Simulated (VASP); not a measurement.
# Mo3H in VASP: a series of runs, part 2 of 2

VASP 6.6.1. The steps go on from the part before.

## 3. Single point, PBE, collinear spin, ferromagnetic start

File INCAR:

```
SYSTEM = Mo3H
PREC     = Accurate       ! precision mode
ENCUT    = 520            ! plane-wave cutoff, eV
EDIFF    = 1E-7           ! SCF threshold, eV
ISMEAR   = 0              ! smearing method
SIGMA    = 0.1            ! smearing width, eV
LREAL    = .False.        ! projectors in reciprocal space
LASPH    = .True.         ! aspherical terms in the spheres
NELM     = 150            ! most SCF steps
ALGO     = Normal         ! electronic algorithm
ISIF     = 2              ! what is computed and relaxed
LWAVE    = .False.        ! write WAVECAR
LCHARG   = .True.         ! write CHGCAR
ISPIN    = 2              ! spin polarisation
MAGMOM   = 0 0 0 1        ! initial moments
LORBIT   = 11             ! projections on sites
LMAXMIX  = 4              ! l up to which the mixer works
LDIPOL   = .True.       
IDIPOL   = 3            
DIPOL    = 0.5 0.5 0.342
GGA      = PE             ! functional
LELF     = .True.         ! ELF
LVHAR    = .True.       
LVACPOTAV= .True.       
NBANDS   = 34             ! bands
```

File KPOINTS:

```
Automatic mesh
0
Gamma
  10 10 1
  0 0 0
```

File POSCAR:

```
Mo3H
1.0
    2.7370454666      0.0000000000      0.0000000000
   -0.9123484889      2.5805112132      0.0000000000
    0.0000000000      0.0000000000     21.3082440588
Mo H
3 1
Direct
    0.5000000000      0.5000000000      0.1877207708
    0.0000000000      0.0000000000      0.2888166433
    0.5000000000      0.5000000000      0.3899074948
    0.8333333333      0.8333333333      0.5030092592
```

Potentials or basis: VASP PAW PBE potentials, release 64 (Mo_sv, H).

Started as:

```console
$ cat potpaw_PBE.64/Mo_sv/POTCAR potpaw_PBE.64/H/POTCAR > POTCAR
$ mpirun -np 1 vasp_std > vasp.out
```

OUTCAR:

```text
SYSTEM = Mo3H
   PREC = Accurate
   ENCUT = 520
   EDIFF = 1E-7
   ISMEAR = 0
   LREAL = .False.
   LASPH = .True.
   NELM = 150
   ISIF = 2
   ISPIN = 2
   LORBIT = 11
   GGA = PE

 ion  position               nearest neighbor table
   1  0.500  0.500  0.188-   2 2.67   2 2.67   2 3.10   2 3.10
   2  0.000  0.000  0.289-   3 2.67   3 2.67   1 2.67   1 2.67   3 3.10   3 3.10   1 3.10   1 3.10

   3  0.500  0.500  0.390-   2 2.67   2 2.67   2 3.10   2 3.10
   4  0.833  0.833  0.503-

  LATTYP: Found a base centered orthorhombic cell.
 ALAT       =     3.1604678739
 B/A-ratio  =     1.4142135624
 C/A-ratio  =     6.7421169615

  Lattice vectors:

 A1 = (   2.7370454666,   0.0000000000,   0.0000000000)
 A2 = (  -0.9123484889,   2.5805112132,   0.0000000000)
 A3 = (   0.0000000000,   0.0000000000,  21.3082440588)

Analysis of symmetry for initial positions (statically):
=====================================================================
 Subroutine PRICEL returns:
 Original cell was already a primitive cell.

 Routine SETGRP: Setting up the symmetry group for a
 base centered orthorhombic supercell.

 Subroutine GETGRP returns: Found  2 space group operations
 (whereof  2 operations were pure point group operations)
 out of a pool of  8 trial point group operations.

The static configuration has the point symmetry C_1h.

Analysis of symmetry for dynamics (positions and initial velocities):
=====================================================================
 Subroutine PRICEL returns:
 Original cell was already a primitive cell.

 Routine SETGRP: Setting up the symmetry group for a
 base centered orthorhombic supercell.

 Subroutine GETGRP returns: Found  2 space group operations
 (whereof  2 operations were pure point group operations)
 out of a pool of  8 trial point group operations.

The dynamic configuration has the point symmetry C_1h.

Analysis of structural, dynamic, and magnetic symmetry:
=====================================================================
[... 170 lines left out ...]
 fundamental gap:      0.0190605612
 Fermi energy:         0.5020486547

 spin component 1

 k-point     1 :       0.0000    0.0000    0.0000
  band No.  band energies     occupation
      1     -60.7730      1.00000
      2     -60.5715      1.00000
      3     -60.4576      1.00000
      4     -35.3078      1.00000
      5     -34.7036      1.00000
      6     -34.4783      1.00000
[... 853 lines left out ...]
     32       9.0153      0.00000
     33       9.3052      0.00000

 [... further k-points ...]

 spin component 2

 k-point     1 :       0.0000    0.0000    0.0000
  band No.  band energies     occupation
      1     -60.7730      1.00000
      2     -60.5715      1.00000
      3     -60.4576      1.00000
      4     -35.3078      1.00000
      5     -34.7036      1.00000
      6     -34.4783      1.00000
[... 853 lines left out ...]
     32       9.0153      0.00000
     33       9.3052      0.00000

 [... further k-points ...]

 [bands above 33 left out]

------------------------ aborting loop because EDIFF is reached ----------------------------------------

  FORCE on cell =-STRESS in cart. coord.  units (eV):
  Direction    XX          YY          ZZ          XY          YZ          ZX
  --------------------------------------------------------------------------------------
  -------------------------------------------------------------------------------------
  Total       -2.6983307     -2.7703491     -3.6135670     -0.1018493     -0.1840252     -0.1301255
  in kB      -28.7256813    -29.4923686    -38.4690330     -1.0842595     -1.9590811     -1.3852797
  external PRESSURE =     -32.2290276 kB  Pullay stress =       0.0000000 kB

 VOLUME and BASIS-vectors are now :
 -----------------------------------------------------------------------------
  energy-cutoff  :      520.00
  volume of cell :      150.50
      direct lattice vectors                 reciprocal lattice vectors
     2.737045467  0.000000000  0.000000000     0.365357467  0.129173371  0.000000000
    -0.912348489  2.580511213  0.000000000     0.000000000  0.387520114  0.000000000
     0.000000000  0.000000000 21.308244059     0.000000000  0.000000000  0.046930193

 POSITION                                       TOTAL-FORCE (eV/Angst)
 -----------------------------------------------------------------------------------
      0.91235      1.29026      4.00000         0.025344      0.035842      0.024802
      0.00000      0.00000      6.15418        -0.074567     -0.105454     -0.252287
      0.91235      1.29026      8.30824         0.124519      0.176097      1.897956
      1.52058      2.15043     10.71824        -0.075296     -0.106485     -1.670471
 -----------------------------------------------------------------------------------
    total drift:                               -0.000016     -0.000023      0.000116

  FREE ENERGIE OF THE ION-ELECTRON SYSTEM (eV)
  ---------------------------------------------------
  free  energy   TOTEN  =       -32.1882471180 eV

  energy  without entropy=      -32.1631530751  energy(sigma->0) =      -32.17570010

 vacuum level on the upper side and lower side of the slab         6.344         5.122

 total charge

# of ion       s       p       d       tot
------------------------------------------
    1        2.374   6.130   3.910  12.415
    2        2.384   6.214   3.947  12.545
    3        2.350   6.135   3.889  12.374
    4        0.362   0.002   0.000   0.364
--------------------------------------------------
tot          7.470  18.481  11.747  37.697

 magnetization (x)

# of ion       s       p       d       tot
------------------------------------------
    1        0.000   0.000   0.000   0.000
    2       -0.000   0.000  -0.000  -0.000
    3        0.000  -0.000   0.000   0.000
    4        0.000   0.000   0.000   0.000
--------------------------------------------------
tot          0.000   0.000   0.000   0.000
```

OSZICAR:

```text
N       E                     dE             d eps       ncg     rms          rms(c)
DAV:   1     0.407601109144E+03    0.40760E+03   -0.26863E+04  5272   0.113E+03
DAV:   2    -0.239832889084E+02   -0.43158E+03   -0.41883E+03  5060   0.353E+02
DAV:   3    -0.340033417149E+02   -0.10020E+02   -0.96811E+01  4982   0.527E+01
[... 35 lines left out ...]
DAV:  39    -0.321882459908E+02   -0.16508E-05   -0.12092E-06  4042   0.164E-03    0.262E-04
DAV:  40    -0.321882466819E+02   -0.69108E-06   -0.14823E-06  4042   0.174E-03    0.155E-04
DAV:  41    -0.321882469814E+02   -0.29951E-06   -0.51940E-07  3852   0.116E-03    0.136E-04
DAV:  42    -0.321882470815E+02   -0.10019E-06   -0.31756E-07  3652   0.852E-04    0.116E-04
DAV:  43    -0.321882471180E+02   -0.36456E-07   -0.49852E-08  3264   0.444E-04
   1 F= -.32188247E+02 E0= -.32175700E+02  d E =-.250940E-01  mag=     0.0001
```

stdout:

```text
POSCAR found type information on POSCAR MoH
 POSCAR found :  2 types and       4 ions
 scaLAPACK will be used
 LDA part: xc-table for (Slater+PW92), standard interpolation
 POSCAR, INCAR and KPOINTS ok, starting setup
 FFT: planning ... GRIDC
 FFT: planning ... GRID_SOFT
 FFT: planning ... GRID
 WAVECAR not read
 entering main loop
 -----------------------------------------------------------------------------
|                                                                             |
|           W    W    AA    RRRRR   N    N  II  N    N   GGGG   !!!           |
|           W    W   A  A   R    R  NN   N  II  NN   N  G    G  !!!           |
|           W    W  A    A  R    R  N N  N  II  N N  N  G       !!!           |
|           W WW W  AAAAAA  RRRRR   N  N N  II  N  N N  G  GGG   !            |
|           WW  WW  A    A  R   R   N   NN  II  N   NN  G    G                |
|           W    W  A    A  R    R  N    N  II  N    N   GGGG   !!!           |
|                                                                             |
|     Did not find any points to average over, which means that no vacuum     |
|     field-free region was found. Please increase the size of  your cell     |
|     in the dimension of the dipole correction to obtain accurate            |
|     workfunction values.                                                    |
|                                                                             |
 -----------------------------------------------------------------------------
```

Run time: 23 min. Hardware: 1 thread of AMD EPYC 7R13, shared host; peak memory 0.4 GiB.

What came out:

| Property | Result |
| --- | --- |
| Free energy | -32.1882 eV |
| Largest force | 1.910 eV/Å |
| Net moment | 0.00 μB per cell |
| Valence electrons inside the program's atomic spheres | Mo 12.41, 12.54, 12.37; H 0.36 |

Forces on the atoms (eV/Å):
```
Mo   0.025  0.036  0.025
Mo  -0.075 -0.105 -0.252
Mo   0.125  0.176  1.898
H   -0.075 -0.106 -1.670
```

## 4. Single point, PBE, collinear spin, ferromagnetic start

File INCAR:

```
PREC = Accurate
ENCUT = 520
EDIFF = 1E-7
ISMEAR = 0
SIGMA = 0.1
LREAL = False
LASPH = True
NELM = 150
ALGO = Normal
ISIF = 2
LWAVE = False
LCHARG = False
ISPIN = 2
MAGMOM = 0 0 0 1
LORBIT = 11
LMAXMIX = 4
LDIPOL = True
IDIPOL = 3
DIPOL = 0.5 0.5 0.338
GGA = PE
NBANDS = 34
```

File KPOINTS:

```
Automatic mesh
0
Gamma
  10 10 1
```

Edit POSCAR of step 3 so:

```diff
@@ -11,2 +11,2 @@
     0.5000000000      0.5000000000      0.3899074948
-    0.8333333333      0.8333333333      0.5030092592
+    0.6666666667      0.6666666667      0.4842371821
```

Potentials or basis: VASP PAW PBE potentials, release 64 (Mo_sv, H).

Started as:

```console
$ cat potpaw_PBE.64/Mo_sv/POTCAR potpaw_PBE.64/H/POTCAR > POTCAR
$ mpirun -np 1 vasp_std > vasp.out
```

OUTCAR:

```text
PREC = Accurate
   ENCUT = 520
   EDIFF = 1E-7
   ISMEAR = 0
   LREAL = False
   LASPH = True
   NELM = 150
   ISIF = 2
   ISPIN = 2
   LORBIT = 11
   GGA = PE

 ion  position               nearest neighbor table
   1  0.500  0.500  0.188-   2 2.67   2 2.67   2 3.10   2 3.10
   2  0.000  0.000  0.289-   3 2.67   3 2.67   1 2.67   1 2.67   3 3.10   3 3.10   1 3.10   1 3.10

   3  0.500  0.500  0.390-   4 2.08   2 2.67   2 2.67   2 3.10   2 3.10
   4  0.667  0.667  0.484-   3 2.08

[... 1970 lines left out ...]
      direct lattice vectors                 reciprocal lattice vectors
     2.737045467  0.000000000  0.000000000     0.365357467  0.129173371  0.000000000
    -0.912348489  2.580511213  0.000000000     0.000000000  0.387520114  0.000000000
     0.000000000  0.000000000 21.308244059     0.000000000  0.000000000  0.046930193

 POSITION                                       TOTAL-FORCE (eV/Angst)
 -----------------------------------------------------------------------------------
      0.91235      1.29026      4.00000         0.057604      0.081464      0.201340
      0.00000      0.00000      6.15418        -0.157317     -0.222480     -0.718377
      0.91235      1.29026      8.30824         0.140751      0.199052      2.348689
      1.21646      1.72034     10.31824        -0.041037     -0.058035     -1.831652
 -----------------------------------------------------------------------------------
    total drift:                                0.000017      0.000023      0.000070

  FREE ENERGIE OF THE ION-ELECTRON SYSTEM (eV)
  ---------------------------------------------------
  free  energy   TOTEN  =       -33.0195361125 eV

  energy  without entropy=      -33.0007266497  energy(sigma->0) =      -33.01013138

 vacuum level on the upper side and lower side of the slab         6.586         4.875

 total charge

# of ion       s       p       d       tot
------------------------------------------
    1        2.375   6.130   3.911  12.416
    2        2.386   6.211   3.956  12.552
    3        2.363   6.147   3.888  12.398
    4        0.420   0.004   0.000   0.424
--------------------------------------------------
tot          7.544  18.492  11.754  37.790

 magnetization (x)

# of ion       s       p       d       tot
------------------------------------------
    1        0.000   0.000   0.000   0.000
    2        0.000  -0.000   0.000   0.000
    3        0.000   0.000   0.000   0.000
    4        0.000   0.000   0.000   0.000
--------------------------------------------------
tot          0.000   0.000   0.000   0.000
```

stdout:

```text
POSCAR found type information on POSCAR MoH
 POSCAR found :  2 types and       4 ions
 scaLAPACK will be used
 LDA part: xc-table for (Slater+PW92), standard interpolation
 POSCAR, INCAR and KPOINTS ok, starting setup
 FFT: planning ... GRIDC
 FFT: planning ... GRID_SOFT
 FFT: planning ... GRID
 WAVECAR not read
 entering main loop
```

Wall time 5.8 min (1 thread of Intel Xeon 6975P-C (Granite Rapids), shared host); peak memory 0.43 GiB.

Results:

```
Free energy                                           : -33.0195 eV
Largest force                                         : 2.361 eV/Å
Net moment                                            : 0.00 μB per cell
Valence electrons inside the program's atomic spheres : Mo 12.42, 12.55, 12.40; H 0.42
```

Forces in eV/Å, atoms in the order of the input:
```
Mo   0.058  0.081  0.201
Mo  -0.157 -0.222 -0.718
Mo   0.141  0.199  2.349
H   -0.041 -0.058 -1.832
```

Levels at points of the mesh, in eV from the Fermi level:
Spin up:
```
           k point  band 19  band 20  band 21  band 22  band 23  band 24  band 25  band 26
(0.00, 0.00, 0.00)    -1.43    -1.27    -0.82    -0.74     0.85     1.35     1.44     1.51
(0.50, 0.00, 0.00)    -1.53    -0.26     0.55     1.43     1.64     1.77     2.08     2.45
(0.50, 0.50, 0.00)    -0.71    -0.04     0.32     1.19     1.84     2.88     2.97     4.00
```
Spin down:
```
           k point  band 19  band 20  band 21  band 22  band 23  band 24  band 25  band 26
(0.00, 0.00, 0.00)    -1.43    -1.27    -0.82    -0.74     0.85     1.35     1.44     1.51
(0.50, 0.00, 0.00)    -1.53    -0.26     0.55     1.43     1.64     1.77     2.08     2.45
(0.50, 0.50, 0.00)    -0.71    -0.04     0.32     1.19     1.84     2.88     2.97     4.00
```
